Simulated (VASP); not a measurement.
Write the native input for VASP 6.6.1 that does the following.

| Item | Value |
| --- | --- |
| Task | single point |
| Functional | PBEsol |
| Potentials or basis | VASP PAW PBE potentials, release 64 (Sr_sv) |
| Cutoff | 520 eV |
| k mesh | 10 × 10 × 10 |
| Occupations | gaussian, width 0.03 eV |
| Spin | no spin polarisation |
| Dipole correction | no |
| Further INCAR settings | ALGO = Fast; EDIFF = 1e-07; NBANDS = 11 |

The structure of Sr lies in POSCAR:

```
Sr
1.0
    0.0380293750      3.0423500000      3.0423500000
    3.0423500000      0.0380293750      3.0423500000
    3.0803793750      3.0803793750      0.0000000000
Sr
1
Direct
    0.0000000000      0.0000000000      0.0000000000
```

This cell differs from its parent crystal: strain +0.0250 x Voigt [0, 0, 0, 0, 0, 1].

One way to write it, as run:

INCAR

```
PREC = Accurate ; ENCUT = 520
EDIFF = 1E-7 ; ISMEAR = 0
SIGMA = 0.03 ; LREAL = False
LASPH = True ; NELM = 100
ALGO = Fast ; ISIF = 2
LWAVE = False ; LCHARG = False
GGA = PS ; NBANDS = 11
```

KPOINTS

```
regular mesh
0
Gamma
  10 10 10
```

Potentials or basis: VASP PAW PBE potentials, release 64 (Sr_sv).

Command:

```console
$ cat potpaw_PBE.64/Sr_sv/POTCAR > POTCAR
$ mpirun -np 1 vasp_std > vasp.out
```

Results of the run:

```json
{"Pressure": "-0.9 GPa", "Band gap on the k mesh": "zero (bands 5 and 6 overlap by 0.09 eV)"}
```

Caveat: the cell differs from its parent crystal (strain +0.0250 x Voigt [0, 0, 0, 0, 0, 1]); the PAW data sets were made with another functional, which shifts forces and pressure a little.

It took 34 s on 1 thread of Intel(R) Xeon(R) 6975P-C (Granite Rapids), with other jobs on the host, peak memory 0.25 GiB.
